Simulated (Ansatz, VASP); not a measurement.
# Two plane-wave programs on AlIn

File INCAR:

```
SYSTEM = AlIn
PREC = Accurate ; ENCUT = 520
EDIFF = 1E-6 ; ISMEAR = -1
SIGMA = 0.05 ; LREAL = .FALSE.
LASPH = .TRUE. ; NELM = 80
ALGO = Normal ; ISIF = 2
LWAVE = .FALSE. ; LCHARG = .FALSE.
GGA = PS ; NBANDS = 15
```

KPOINTS

```
Automatic mesh
0
G
  6 6 3
  0 0 0
```

POSCAR

```
AlIn
1.0
    3.0541300000      0.0000000000      0.0000000000
   -1.5270700000      2.6449600000      0.0000000000
    0.0000000000      0.0000000000      5.8280200000
Al In
1 1
Direct
    0.0000000000      0.0000000000      0.0000000000
    0.0000000000      0.0000000000      0.5000000000
```

File input.yaml:

```yaml
crystal:
  lattice:
    - [3.05413, 0.0, 0.0]
    - [-1.52707, 2.64496, 0.0]
    - [0.0, 0.0, 5.82802]
  atoms:
    - { symbol: Al, position: [0.0, 0.0, 0.0] }
    - { symbol: In, position: [0.0, 0.0, 0.5] }
hamiltonian:
  xc: pbesol
  pseudopotentials: { kind: paw }
kpoints:
  mp_grid: { grid: [6, 6, 3] }
  band_path:
    path:
      - [[0.0, 0.0, 0.0], [0.5, 0.0, 0.0], [0.3333333333, 0.3333333333, 0.0], [0.0, 0.0, 0.0], [0.0, 0.0, 0.5], [0.5, 0.0, 0.5], [0.3333333333, 0.3333333333, 0.5], [0.0, 0.0, 0.5]]
      - [[0.5, 0.0, 0.5], [0.5, 0.0, 0.0]]
      - [[0.3333333333, 0.3333333333, 0.0], [0.3333333333, 0.3333333333, 0.5]]
    npoints: 14
scf:
  occupations: { method: fermi_dirac, width: 0.05 }
  n_extra_bands: 6
output:
  forces: true
  stress: true
  eigenvalues: true
  fatbands: false
  write_density: true
  write_potential: true
  elf: true
  volumetric_format: npy
```

Alike in both runs: functional PBEsol; k mesh 6 × 6 × 3; occupations fermi-dirac, width 0.05 eV; no spin polarisation.

|  | VASP | Ansatz |
| --- | --- | --- |
| version | VASP 6.6.1 | Ansatz 0.2.0 |
| potentials or method | VASP PAW PBE potentials, release 64 (Al, In_d) | Ansatz PAW |
| plane-wave cutoff (eV) | 520 | 420 |
| valence electrons in the cell | 16 | 16 |
| task | single point | band structure |

VASP gave:

| Property | Result |
| --- | --- |
| gap on the k mesh at the Fermi level (eV) | none |
| pressure (GPa) | -2.3 |
| traceless stress, the component that is largest in VASP (GPa) | -0.11 |

Estimate Ansatz's values.

gap on the k mesh at the Fermi level (eV): none; pressure (GPa): -2.3; traceless stress, the component that is largest in VASP (GPa): -0.09.

VASP's potentials were made for PBE, not for PBEsol. A gap of «none» marks a metal or a gap that the smearing closes.

The k mesh is coarse, so the values compare programs but aren't converged.
